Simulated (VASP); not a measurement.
Wanted: the native input for a VASP 6.6.1 run.

```yaml
Task: single point
Functional: PBE
Potentials_or_basis: VASP PAW PBE potentials, release 64 (Ni, Al)
Cutoff: 520 eV
k_mesh: 14 × 14 × 14
Occupations: fermi-dirac, width 0.05 eV
Spin: no spin polarisation
Dipole_correction: no
Further_INCAR_settings: ALGO = Normal; EDIFF = 1e-07; NBANDS = 14
```

The structure of AlNi (rocksalt type) lies in POSCAR:

```
AlNi
1.0
    0.0000000000      2.4293431206      2.4293431206
    2.4293431206      0.0000000000      2.4293431206
    2.4293431206      2.4293431206      0.0000000000
Ni Al
1 1
Direct
    0.0000000000      0.0000000000      0.0000000000
    0.5000000000      0.5000000000      0.5000000000
```

These files were run (other wordings do the same):

INCAR

```
SYSTEM = AlNi
PREC = Accurate
ENCUT = 520
EDIFF = 1E-7
ISMEAR = -1
SIGMA = 0.05
LREAL = .FALSE.
LASPH = .TRUE.
NELM = 60
ALGO = Normal
ISIF = 2
LWAVE = .FALSE.
LCHARG = .FALSE.
GGA = PE
NBANDS = 14
```

KPOINTS

```
regular mesh
0
G
  14 14 14
  0 0 0
```

Potentials or basis: VASP PAW PBE potentials, release 64 (Ni, Al).

The run is started by

```sh
$ cat potpaw_PBE.64/Ni/POTCAR potpaw_PBE.64/Al/POTCAR > POTCAR
$ mpirun -np 1 vasp_std > vasp.out
```

It gave:

The pressure is 0.0 GPa.

Run time: 85 s on 1 thread of AMD EPYC 7R13, on a shared host, peak memory 0.16 GiB.
